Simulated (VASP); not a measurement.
Runs of VASP 6.6.1 on Na. The structure is that of space group P6_3/mmc (No. 194), or close to it. The cells are those of the table. This isn't the form of Na at room conditions, which is bcc.

```tsv
cell	gap on the mesh (eV)	pressure (GPa)
a = 3.499, b = 3.499, c = 5.720 Å, angles 90.0, 90.0, 120.0°, 2 atoms	none	2.0
a = 3.717, b = 3.717, c = 6.072 Å, angles 90.0, 90.0, 120.0°, 2 atoms	none	0.0
a = 3.369, b = 3.369, c = 5.509 Å, angles 90.0, 90.0, 120.0°, 2 atoms	none	4.0
a = 3.592, b = 3.592, c = 5.869 Å, angles 90.0, 90.0, 120.0°, 2 atoms	none	(a)
a = 3.030, b = 3.030, c = 4.959 Å, angles 90.0, 90.0, 120.0°, 2 atoms	none	(b)
```

Alike in all rows: task single point; level PBEsol; potentials or basis VASP PAW PBE potentials, release 64 (Na_pv); no spin polarisation; k mesh 14 × 14 × 8; cutoff (eV) 520; smearing fermi-dirac 0.08 eV.

Question: Estimate the missing entries.

Answer: (a) 1.0; (b) 15.1.

Caveats: the PAW data sets were made with another functional, which shifts forces and pressure a little; the cell stands under pressure (at least some runs).

A gap of «none» marks levels without a gap at the run's occupations.
